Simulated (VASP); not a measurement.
# PF2 (P6/mmm) in VASP: further runs

Runs on PF2. Level: PBE+D3(BJ). Tasks: single point.

Program: VASP 6.6.1. These are calculated values, not measurements. Logs are shortened: lines on timing, memory, paths and dates and some standing lists are left out, and cuts for length are marked.

### Step 1. The cell of the first run

It takes space group P6/mmm (No. 191, hexagonal). Conventional cell: a = 3.874 Å, b = 3.874 Å, c = 2.426 Å, α = 90.00°, β = 90.00°, γ = 120.00°. Within 3.2 Å of P (site symmetry 6/mmm) lie 2 P at 2.43 Å and 12 F at 2.54 Å. Within 3.0 Å of F (site symmetry -6m2) lie 5 F at 2.24 to 2.43 Å and 6 P at 2.54 Å.

The cell was built from a structure type or drawn by symmetry, and may not be a known phase.

### Step 2. Single point, PBE+D3(BJ)

INCAR

```
SYSTEM = PF2
  ALGO = Normal
  EDIFF = 1E-6
  ENCUT = 520
  GGA = PE
  ISIF = 2
  ISMEAR = 0
  IVDW = 12
  LASPH = .True.
  LCHARG = .True.
  LELF = .True.
  LREAL = .False.
  LVHAR = .True.
  LWAVE = .False.
  NBANDS = 16
  NELM = 100
  PREC = Accurate
  SIGMA = 0.1
```

KPOINTS

```
k-points
0
Gamma
  6 6 6
  0 0 0
```

POSCAR

```
PF2
1.0
    3.8736313658      0.0000000000      0.0000000000
   -1.9368156829      3.3546631677      0.0000000000
    0.0000000000      0.0000000000      2.4264091446
P F
1 2
Direct
    0.0000000000      0.0000000000      0.0000000000
    0.3333333333      0.6666666667      0.5000000000
    0.6666666667      0.3333333333      0.5000000000
```

Potentials or basis: VASP PAW PBE potentials, release 64 (P, F).

Run with:

```bash
$ cat potpaw_PBE.64/P/POTCAR potpaw_PBE.64/F/POTCAR > POTCAR
$ mpirun -np 1 vasp_std > vasp.out
```

OUTCAR:

```text
SYSTEM = PF2
   EDIFF = 1E-6
   ENCUT = 520
   GGA = PE
   ISIF = 2
   ISMEAR = 0
   IVDW = 12
   LASPH = .True.
   LREAL = .False.
   NELM = 100
   PREC = Accurate
 IVDW          = 12

 ion  position               nearest neighbor table
   1  0.000  0.000  0.000-
   2  0.333  0.667  0.500-
   3  0.667  0.333  0.500-

  LATTYP: Found a hexagonal cell.
 ALAT       =     3.8736313658
 C/A-ratio  =     0.6263913407

  Lattice vectors:

 A1 = (   3.8736313658,   0.0000000000,   0.0000000000)
 A2 = (  -1.9368156829,   3.3546631677,   0.0000000000)
 A3 = (   0.0000000000,   0.0000000000,   2.4264091446)

Analysis of symmetry for initial positions (statically):
=====================================================================
 Subroutine PRICEL returns:
 Original cell was already a primitive cell.

 Routine SETGRP: Setting up the symmetry group for a
 hexagonal supercell.

 Subroutine GETGRP returns: Found 24 space group operations
 (whereof 24 operations were pure point group operations)
 out of a pool of 24 trial point group operations.

The static configuration has the point symmetry D_6h.

Analysis of symmetry for dynamics (positions and initial velocities):
=====================================================================
 Subroutine PRICEL returns:
 Original cell was already a primitive cell.

 Routine SETGRP: Setting up the symmetry group for a
 hexagonal supercell.

 Subroutine GETGRP returns: Found 24 space group operations
 (whereof 24 operations were pure point group operations)
 out of a pool of 24 trial point group operations.

The dynamic configuration has the point symmetry D_6h.

 Subroutine INISYM returns: Found 24 space group operations
 (whereof 24 operations are pure point group operations),
 and found     1 'primitive' translations

----------------------------------------------------------------------------------------

                                     Primitive cell

  volume of cell :      31.5305

  direct lattice vectors                    reciprocal lattice vectors
     3.873631366  0.000000000  0.000000000     0.258155696  0.149046260  0.000000000
    -1.936815683  3.354663168  0.000000000     0.000000000  0.298092521  0.000000000
     0.000000000  0.000000000  2.426409145     0.000000000  0.000000000  0.412131648

  length of vectors
     3.873631366  3.873631366  2.426409145     0.298092521  0.298092521  0.412131648
[... 83 lines left out ...]
   EDIFF  = 0.1E-05   stopping-criterion for ELM
   LREAL  =      F    real-space projection
   EDIFFG = 0.1E-04   stopping-criterion for IOM
   NSW    =      0    number of steps for IOM
   IBRION =     -1    ionic relax: 0-MD 1-quasi-New 2-CG
   NFREE  =      0    steps in history (QN), initial steepest desc. (CG)
   ISIF   =      2    stress and relaxation
   ISYM   =      2    0-nonsym 1-usesym 2-fastsym
   POTIM  = 0.5000    time-step for ionic-motion
   TEBEG  =    0.0;   TEEND  =   0.0 temperature during run
   PSTRESS=    0.0 pullay stress
   NELECT =      19.0000    total number of electrons
   NUPDOWN=      -1.0000    fix difference up-down
   EMIN   =  10.00;   EMAX   =-10.00  energy-range for DOS
   EFERMI =   0.00;   METHOD = LEGACY
   ISMEAR =     0;   SIGMA  =   0.10  broadening in eV -4-tet -1-fermi 0-gaus
   EFERMI_NEDOS =   21; number of points for ismear=-14 and -15
   IALGO  =     38    algorithm
   IMIX   =      4    mixing-type and parameters
     AMIX     =   0.40;   BMIX     =  1.00
     AMIX_MAG =   1.60;   BMIX_MAG =  1.00
  volume/ion in A,a.u.               =      10.51        70.93
  Fermi-wavevector in a.u.,A,eV,Ry     =   1.382767  2.613050 26.014939  1.912044
  Thomas-Fermi vector in A             =   2.507427
   LORBIT       =      0    0 simple, 1 ext, 2 COOP (PROOUT), +10 PAW based schemes
   GGA     = PE    functional components
   LHFCALC =     F    Hartree Fock is set to
   AEXX    =    0.0000 exact exchange contribution
   IVDW    =    12    specifies the selected vdW correction
   LEPSILON=     F    determine dielectric tensor
   LRPA    =     F    only Hartree local field effects (RPA)
 non-spin polarized calculation
 Gauss-broadening in eV      SIGMA  =   0.10
  energy-cutoff  :      520.00
  volume of cell :       31.53
 maximum number of plane-waves:       867
 NGX is ok and might be reduce to    30
   NGX = 15   NGY = 15   NGZ =  9

 number of electron      18.9999961 magnetization

 Free energy of the ion-electron system (eV)
  ---------------------------------------------------
  ext. energy  EPLUGINS =         0.00000000
  ---------------------------------------------------
  free energy    TOTEN  =       -10.18916507 eV

  energy without entropy =      -10.18912813  energy(sigma->0) =      -10.18914660

 E-fermi :   4.6922     XC(G=0): -11.2535

 val. band max:        4.5078808630   @ k =   0.0000   0.0000   0.3333
 cond. band min:       4.9016940449   @ k =   0.3333   0.0000   0.0000
 fundamental gap:      0.3938131818
 Fermi energy:         4.6921903861

 k-point     1 :       0.0000    0.0000    0.0000
  band No.  band energies     occupation
      1     -18.6874      2.00000
      2     -16.6347      2.00000
      3      -6.2951      2.00000
      4      -0.5162      2.00000
      5      -0.5162      2.00000
      6       0.3795      2.00000
[... 433 lines left out ...]
      3      -3.4301      2.00000
      4      -1.5450      2.00000
      5      -0.2812      2.00000
      6      -0.0644      2.00000
[... 8 lines left out ...]
     15      17.8611      0.00000
     16      18.3179      0.00000

 [... further k-points ...]

------------------------ aborting loop because EDIFF is reached ----------------------------------------

 Edisp (eV)   -0.48864

 E8    (eV) :    -0.1562

  FORCE on cell =-STRESS in cart. coord.  units (eV):
  Direction    XX          YY          ZZ          XY          YZ          ZX
  --------------------------------------------------------------------------------------
  -------------------------------------------------------------------------------------
  Total      -0.07608    -0.07608    -0.07118     0.00000     0.00000     0.00000
  in kB      -3.86604    -3.86604    -3.61701     0.00000     0.00000     0.00000
  external pressure =       -3.78 kB  Pullay stress =        0.00 kB

 VOLUME and BASIS-vectors are now :
 -----------------------------------------------------------------------------
  energy-cutoff  :      520.00
  volume of cell :       31.53
      direct lattice vectors                 reciprocal lattice vectors
     3.873631366  0.000000000  0.000000000     0.258155696  0.149046260  0.000000000
    -1.936815683  3.354663168  0.000000000     0.000000000  0.298092521  0.000000000
     0.000000000  0.000000000  2.426409145     0.000000000  0.000000000  0.412131648

 POSITION                                       TOTAL-FORCE (eV/Angst)
 -----------------------------------------------------------------------------------
      0.00000      0.00000      0.00000         0.000000      0.000000      0.000000
     -0.00000      2.23644      1.21320        -0.000000      0.000000      0.000000
      1.93682      1.11822      1.21320         0.000000      0.000000      0.000000
 -----------------------------------------------------------------------------------
    total drift:                               -0.000000      0.000000      0.000000

  FREE ENERGIE OF THE ION-ELECTRON SYSTEM (eV)
  ---------------------------------------------------
  free  energy   TOTEN  =       -10.6778027141 eV

  energy  without entropy=      -10.6777657709  energy(sigma->0) =      -10.67778424
```

OSZICAR:

```text
N       E                     dE             d eps       ncg     rms          rms(c)
DAV:   1     0.753092057058E+02    0.75309E+02   -0.10483E+04   904   0.108E+03
DAV:   2    -0.101373358717E+02   -0.85447E+02   -0.82006E+02  1232   0.240E+02
DAV:   3    -0.124401516712E+02   -0.23028E+01   -0.23005E+01   976   0.385E+01
DAV:   4    -0.124482175196E+02   -0.80658E-02   -0.80655E-02  1248   0.263E+00
DAV:   5    -0.124482536291E+02   -0.36110E-04   -0.36109E-04   992   0.165E-01    0.908E+00
DAV:   6    -0.103386295277E+02    0.21096E+01   -0.56036E+00   952   0.242E+01    0.404E+00
DAV:   7    -0.102211799812E+02    0.11745E+00   -0.55258E-01   976   0.614E+00    0.232E+00
DAV:   8    -0.101902553915E+02    0.30925E-01   -0.12979E-01  1016   0.299E+00    0.258E-01
DAV:   9    -0.101889171783E+02    0.13382E-02   -0.50286E-03  1008   0.554E-01    0.303E-01
DAV:  10    -0.101892208576E+02   -0.30368E-03   -0.10052E-03  1104   0.235E-01    0.524E-02
DAV:  11    -0.101891606375E+02    0.60220E-04   -0.14321E-04  1104   0.904E-02    0.137E-02
DAV:  12    -0.101891653862E+02   -0.47487E-05   -0.11122E-05  1024   0.271E-02    0.517E-03
DAV:  13    -0.101891650744E+02    0.31181E-06   -0.17186E-06   984   0.102E-02
   1 F= -.10677803E+02 E0= -.10677784E+02  d E =-.369433E-04
```

Run time: 10 s. Hardware: 1 thread of Intel Xeon Platinum 8488C (Sapphire Rapids), shared host; peak memory 0.15 GiB.

What came out:

* Free energy: -10.6778 eV
* Pressure: -0.4 GPa
* Band gap on the k mesh: zero (an odd number of electrons rules out a gap without spin polarisation)
* Dispersion energy per atom: -0.163 eV

Caveat: the k points lie up to 0.43 Å⁻¹ apart, too coarse for converged energies and pressures of a metal; an odd number of electrons without spin polarisation forces a metal; a magnetic or distorted state may lie lower.

### Step 3. Single point, PBE+D3(BJ)

This run uses another cell than the first one, of 12.59 Å³/atom.

INCAR

```
PREC = Accurate
ENCUT = 520
EDIFF = 1E-6
ISMEAR = 0
SIGMA = 0.1
LREAL = False
LASPH = True
NELM = 100
ALGO = Normal
ISIF = 2
LWAVE = False
LCHARG = True
GGA = PE
IVDW = 12
LELF = True
LVHAR = True
NBANDS = 16
```

KPOINTS

```
regular mesh
0
Gamma
  6 6 6
```

POSCAR

```
PF2
1.0
    3.9253549200      0.0000000000      0.0000000000
   -1.9626774600      3.3994570800      0.0000000000
    0.0000000000      0.0000000000      2.8309504600
P F
1 2
Direct
    0.0000000000      0.0000000000      0.0000000000
    0.3333333300      0.6666666700      0.5000000000
    0.6666666700      0.3333333300      0.5000000000
```

Potentials or basis: VASP PAW PBE potentials, release 64 (P, F).

Run with:

```bash
$ cat potpaw_PBE.64/P/POTCAR potpaw_PBE.64/F/POTCAR > POTCAR
$ mpirun -np 1 vasp_std > vasp.out
```

OUTCAR:

```text
PREC = Accurate
   ENCUT = 520
   EDIFF = 1E-6
   ISMEAR = 0
   LREAL = False
   LASPH = True
   NELM = 100
   ISIF = 2
   GGA = PE
   IVDW = 12
 IVDW          = 12

 ion  position               nearest neighbor table
   1  0.000  0.000  0.000-
   2  0.333  0.667  0.500-
   3  0.667  0.333  0.500-

  LATTYP: Found a hexagonal cell.
 ALAT       =     3.9253549200
 C/A-ratio  =     0.7211960492

  Lattice vectors:

 A1 = (   3.9253549200,   0.0000000000,   0.0000000000)
 A2 = (  -1.9626774600,   3.3994570800,   0.0000000000)
 A3 = (   0.0000000000,   0.0000000000,   2.8309504600)

Analysis of symmetry for initial positions (statically):
=====================================================================
 Subroutine PRICEL returns:
 Original cell was already a primitive cell.

 Routine SETGRP: Setting up the symmetry group for a
 hexagonal supercell.

 Subroutine GETGRP returns: Found 24 space group operations
 (whereof 24 operations were pure point group operations)
 out of a pool of 24 trial point group operations.

The static configuration has the point symmetry D_6h.

[... 162 lines left out ...]

 E-fermi :   2.9493     XC(G=0): -10.3599

 val. band max:        2.9404701641   @ k =   0.3333   0.0000   0.0000
 cond. band min:       3.0229017640   @ k =   0.5000  -0.0000   0.0000
 fundamental gap:      0.0824315999
 Fermi energy:         2.9492678314

 k-point     1 :       0.0000    0.0000    0.0000
  band No.  band energies     occupation
      1     -19.5925      2.00000
      2     -17.8748      2.00000
      3      -7.2889      2.00000
      4      -1.3691      2.00000
      5      -1.3691      2.00000
      6      -0.2774      2.00000
[... 433 lines left out ...]
      3      -5.9382      2.00000
      4      -2.1945      2.00000
      5      -1.6690      2.00000
      6      -1.3813      2.00000
[... 8 lines left out ...]
     15      14.4873      0.00000
     16      15.7674      0.00000

 [... further k-points ...]

------------------------ aborting loop because EDIFF is reached ----------------------------------------

 Edisp (eV)   -0.42056

 E8    (eV) :    -0.1347

  FORCE on cell =-STRESS in cart. coord.  units (eV):
  Direction    XX          YY          ZZ          XY          YZ          ZX
  --------------------------------------------------------------------------------------
  -------------------------------------------------------------------------------------
  Total       0.21951     0.21951    -7.68713     0.00000     0.00000     0.00000
  in kB       9.31006     9.31006  -326.02723     0.00000     0.00000     0.00000
  external pressure =     -102.47 kB  Pullay stress =        0.00 kB

 VOLUME and BASIS-vectors are now :
 -----------------------------------------------------------------------------
  energy-cutoff  :      520.00
  volume of cell :       37.78
      direct lattice vectors                 reciprocal lattice vectors
     3.925354920  0.000000000  0.000000000     0.254754034  0.147082310  0.000000000
    -1.962677460  3.399457080  0.000000000     0.000000000  0.294164620  0.000000000
     0.000000000  0.000000000  2.830950460     0.000000000  0.000000000  0.353238255

 POSITION                                       TOTAL-FORCE (eV/Angst)
 -----------------------------------------------------------------------------------
      0.00000      0.00000      0.00000         0.000000      0.000000      0.000000
     -0.00000      2.26630      1.41548        -0.000000      0.000000      0.000000
      1.96268      1.13315      1.41548         0.000000      0.000000      0.000000
 -----------------------------------------------------------------------------------
    total drift:                               -0.000000      0.000000      0.000000

  FREE ENERGIE OF THE ION-ELECTRON SYSTEM (eV)
  ---------------------------------------------------
  free  energy   TOTEN  =        -9.9355979707 eV

  energy  without entropy=       -9.9294222166  energy(sigma->0) =       -9.93251009
```

It took 13 s on 1 thread of Intel Xeon Platinum 8488C (Sapphire Rapids), shared host; peak memory 0.16 GiB.

What came out:

```
Free energy                : -9.9356 eV
Pressure                   : -10.2 GPa
Band gap on the k mesh     : zero (an odd number of electrons rules out a gap without spin polarisation)
Dispersion energy per atom : -0.140 eV
```

Caveat: the k points lie up to 0.37 Å⁻¹ apart, too coarse for converged energies and pressures of a metal; an odd number of electrons without spin polarisation forces a metal; a magnetic or distorted state may lie lower.
